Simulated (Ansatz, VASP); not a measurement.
**RbMg in VASP and in Ansatz**

The input INCAR:

```
SYSTEM = RbMg
ALGO = Fast
EDIFF = 1E-7
EDIFFG = -0.01
ENCUT = 600
GGA = PE
IBRION = 2
ISIF = 3
ISMEAR = 0
LASPH = .True.
LCHARG = .False.
LREAL = .False.
LWAVE = .False.
NELM = 60
NSW = 100
PREC = Accurate
SIGMA = 0.1
```

The input KPOINTS:

```
k-points
0
Gamma
  6 6 6
  0 0 0
```

POSCAR

```
RbMg
1.0
    7.3693020391      0.0000000000      0.0000000000
   -3.6846510195      6.3820027740      0.0000000000
    0.0000000000      0.0000000000      5.9456868724
Rb Mg
3 3
Direct
    0.5000000000      0.0000000000      0.0000000000
    0.5000000000      0.5000000000      0.0000000000
    0.0000000000      0.5000000000      0.0000000000
    0.0000000000      0.0000000000      0.0000000000
    0.3333333333      0.6666666667      0.5000000000
    0.6666666667      0.3333333333      0.5000000000
```

Input for Ansatz:

```yaml
crystal:
  lattice:
    - [7.3693020391, 0.0, 0.0]
    - [-3.6846510195, 6.382002774, 0.0]
    - [0.0, 0.0, 5.9456868724]
  atoms:
    - { symbol: Rb, position: [0.5, 0.0, 0.0] }
    - { symbol: Rb, position: [0.5, 0.5, 0.0] }
    - { symbol: Rb, position: [0.0, 0.5, 0.0] }
    - { symbol: Mg, position: [0.0, 0.0, 0.0] }
    - { symbol: Mg, position: [0.3333333333, 0.6666666667, 0.5] }
    - { symbol: Mg, position: [0.6666666667, 0.3333333333, 0.5] }
basis:
  ecutwfc: 420
kpoints:
  mp_grid: { grid: [6, 6, 6] }
hamiltonian:
  xc: pbe
scf:
  occupations: { method: gaussian, width: 0.1 }
output:
  forces: true
  stress: true
  eigenvalues: true
relax:
  adjacent_minimum: "off"
  f_tol: 0.01
  max_steps: 80
  cell: { stress_tol: 0.05 }
```

Alike in both runs: task relaxation of cell and atoms; functional PBE; k mesh 6 × 6 × 6; occupations gaussian, width 0.1 eV; no spin polarisation.

|  | VASP | Ansatz |
| --- | --- | --- |
| version | VASP 6.6.1 | Ansatz 0.2.0 |
| potentials or method | VASP PAW PBE potentials, release 64 (Rb_sv, Mg), cutoff 600 eV | scalar-relativistic, plane waves, PAW |
| valence electrons in the cell | 33 | 57 |

Ansatz gave:

```
gap on the k mesh at the Fermi level, each at its own relaxed structure (eV) : none
relaxed volume (Å³/atom)                                                     : 69.45
relaxed length of the cell vector where the two differ most in proportion (Å)              : 9.095
```

Q: What did VASP give for the same quantities?

A: gap on the k mesh at the Fermi level, each at its own relaxed structure (eV): none; relaxed volume (Å³/atom): 69.08; relaxed length of the cell vector where the two differ most in proportion (Å): 9.056.

A gap of «none» marks a metal or a gap that the smearing closes. VASP's potentials hold 33 valence electrons a cell and Ansatz's 57, so a difference there can come from the potentials and not from the codes.

Noted on VASP's run: the volume moved by over 15 % at a fixed basis, so the end points are rough.
